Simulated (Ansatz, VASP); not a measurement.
One calculation of W3O, two programs

```
CELL_PARAMETERS angstrom
3.88643 0.00000 0.00000
0.00000 3.88643 0.00000
0.00000 0.00000 3.88643
ATOMIC_POSITIONS crystal
W 0.00000 0.50000 0.50000
W 0.50000 0.00000 0.50000
W 0.50000 0.50000 0.00000
O 0.00000 0.00000 0.00000
```

Alike in both runs: task relaxation of cell and atoms; functional PBE; k mesh 12 × 12 × 12; occupations gaussian, width 0.1 eV; no spin polarisation.

```csv
,VASP,Ansatz
version,VASP 6.6.1,Ansatz 0.2.0
potentials or method,"VASP PAW PBE potentials, release 64 (W_sv, O), cutoff 600 eV","scalar-relativistic, plane waves, PAW"
valence electrons in the cell,48,48
```

|  | VASP | Ansatz | Ansatz less VASP |
| --- | --- | --- | --- |
| gap on the k mesh at the Fermi level, each at its own relaxed structure (eV) | none | none | - |
| relaxed volume (Å³/atom) | 14.72 | 14.69 | -0.030 |
| relaxed cell length with the largest relative difference (Å) | 3.891 | 3.888 | -0.0027 |

A gap of «none» marks a metal or a gap that the smearing closes.

Neither program's run includes spin-orbit coupling.
